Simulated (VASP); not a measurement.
Input of a VASP 6.6.1 run:

The input POSCAR:

```
Pt
1.0
   -1.6108608232      1.6108608232      1.6108608232
    1.6108608232     -1.6108608232      1.6108608232
    1.6108608232      1.6108608232     -1.6108608232
Pt
1
Direct
    0.0000000000      0.0000000000      0.0000000000
```

The input INCAR.step1:

```
  ALGO = Normal
  EDIFF = 1E-4
  ENCUT = 520
  GGA = PE
  ISMEAR = -1
  ISPIN = 2
  LASPH = True
  LCHARG = False
  LMAXMIX = 4
  LREAL = False
  LWAVE = True
  MAGMOM = 1
  NBANDS = 15
  NELM = 150
  PREC = Accurate
  SIGMA = 0.05
```

File INCAR.step2:

```
  ALGO = Normal
  EDIFF = 1E-7
  ENCUT = 520
  ISIF = 2
  ISMEAR = -1
  ISPIN = 2
  ISTART = 1
  LASPH = True
  LCHARG = False
  LMAXMIX = 4
  LMIXTAU = True
  LORBIT = 11
  LREAL = False
  LWAVE = False
  MAGMOM = 1
  METAGGA = R2SCAN
  NBANDS = 15
  NELM = 150
  PREC = Accurate
  SIGMA = 0.05
```

The input KPOINTS:

```
k-points
0
Gamma
  16 16 16
```

Potentials or basis: VASP PAW PBE potentials, release 64 (Pt).

The run is started by

```console
$ cat potpaw_PBE.64/Pt/POTCAR > POTCAR
$ cp INCAR.step1 INCAR
$ mpirun -np 1 vasp_std > vasp.out
$ cp INCAR.step2 INCAR
$ mpirun -np 1 vasp_std > vasp.out
```

Question: Predict the net moment.

Answer: 0.00 μB per cell.

Question: Estimate the pressure.

Answer: -15.8 GPa.

Question: What does it give for the band gap on the k mesh?

Answer: Zero (filled and empty bands overlap).

Caveat: the PAW data sets were made with another functional, which shifts forces and pressure a little; spin-orbit coupling is left out, which moves the levels of the heavy elements.
